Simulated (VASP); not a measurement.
Input of a VASP 6.6.1 run:

The input INCAR:

```
ALGO = Normal
EDIFF = 1E-7
ENCUT = 520
GGA = PE
ISIF = 2
ISMEAR = 0
LASPH = True
LCHARG = False
LREAL = False
LWAVE = False
NBANDS = 30
NELM = 100
PREC = Accurate
SIGMA = 0.1
```

Contents of KPOINTS:

```
k-points
0
Gamma
  12 12 6
```

POSCAR

```
YHf2O2
1.0
    3.2615445231      0.0000000000      0.0000000000
   -1.6307722615      2.8245804126      0.0000000000
    0.0000000000      0.0000000000      8.1468662257
Y Hf O
1 2 2
Direct
    0.0000000000      0.0000000000      0.0000000000
    0.6666666667      0.3333333333      0.6531114259
    0.3333333333      0.6666666667      0.3468885741
    0.6666666667      0.3333333333      0.1697521602
    0.3333333333      0.6666666667      0.8302478398
```

Potentials or basis: VASP PAW PBE potentials, release 64 (Y_sv, Hf_pv, O).

Command:

```sh
$ cat potpaw_PBE.64/Y_sv/POTCAR potpaw_PBE.64/Hf_pv/POTCAR potpaw_PBE.64/O/POTCAR > POTCAR
$ mpirun -np 1 vasp_std > vasp.out
```

(1) Predict the band gap on the k mesh.

(2) What does it give for the largest force?

(3) Estimate the pressure.

## Answers

(1) zero (an odd number of electrons rules out a gap without spin polarisation).

(2) 0.096 eV/Å.

(3) -0.9 GPa.

Caveat: spin-orbit coupling is left out, which moves the levels of the heavy elements; an odd number of electrons without spin polarisation forces a metal; a magnetic or distorted state may lie lower.
